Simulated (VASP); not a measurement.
Runs of VASP 6.6.1 on Te2Mo. The structure is that of space group P-6m2 (No. 187), or close to it. The cells are those of the table. 

| level | potentials or basis | cell | gap on the mesh (eV) | largest force (eV/Å) |
| --- | --- | --- | --- | --- |
| r2SCAN | VASP PAW PBE potentials, release 64 (Te, Mo_sv) | a = 3.536, b = 3.536, c = 17.406 Å, angles 90.0, 90.0, 120.0°, 3 atoms | 1.16 | 0.32 |
| PBE | VASP PAW PBE potentials, release 64 (Te, Mo_sv) | a = 3.560, b = 3.560, c = 17.524 Å, angles 90.0, 90.0, 120.0°, 3 atoms | 1.05 | 0.23 |
| LDA | VASP PAW LDA potentials, release 64 (Te, Mo_sv) | a = 3.488, b = 3.488, c = 17.166 Å, angles 90.0, 90.0, 120.0°, 3 atoms | 1.14 | 0.57 |
| r2SCAN | VASP PAW PBE potentials, release 64 (Te, Mo_sv) | a = 3.607, b = 3.607, c = 17.755 Å, angles 90.0, 90.0, 120.0°, 3 atoms | (c) | 0.52 |
| r2SCAN | VASP PAW PBE potentials, release 64 (Te, Mo_sv) | a = 3.512, b = 3.512, c = 17.287 Å, angles 90.0, 90.0, 120.0°, 3 atoms | 1.20 | 0.65 |
| r2SCAN | VASP PAW PBE potentials, release 64 (Te, Mo_sv) | a = 3.630, b = 3.630, c = 17.868 Å, angles 90.0, 90.0, 120.0°, 3 atoms | 1.03 | 0.76 |
| LDA | VASP PAW LDA potentials, release 64 (Te, Mo_sv) | a = 3.630, b = 3.630, c = 17.868 Å, angles 90.0, 90.0, 120.0°, 3 atoms | 0.96 | 1.10 |
| LDA | VASP PAW LDA potentials, release 64 (Te, Mo_sv) | a = 3.560, b = 3.560, c = 17.524 Å, angles 90.0, 90.0, 120.0°, 3 atoms | (b) | 0.37 |
| r2SCAN | VASP PAW PBE potentials, release 64 (Te, Mo_sv) | a = 3.584, b = 3.584, c = 17.640 Å, angles 90.0, 90.0, 120.0°, 3 atoms | 1.09 | 0.26 |
| LDA | VASP PAW LDA potentials, release 64 (Te, Mo_sv) | a = 3.512, b = 3.512, c = 17.287 Å, angles 90.0, 90.0, 120.0°, 3 atoms | (a) | 0.23 |

Alike in all rows: task single point; no spin polarisation; k mesh 9 × 9 × 2; cutoff (eV) 520; smearing fermi-dirac 0.05 eV.

Question: Fill in the values left out.

Answer: (a) 1.11; (b) 1.04; (c) 1.06.

Caveats: spin-orbit coupling is left out, which moves the levels of the heavy elements; the PAW data sets were made with another functional, which shifts forces and pressure a little (at least some runs).

A k mesh can miss the band edges, and the runs leave out spin-orbit coupling on Mo, Te.
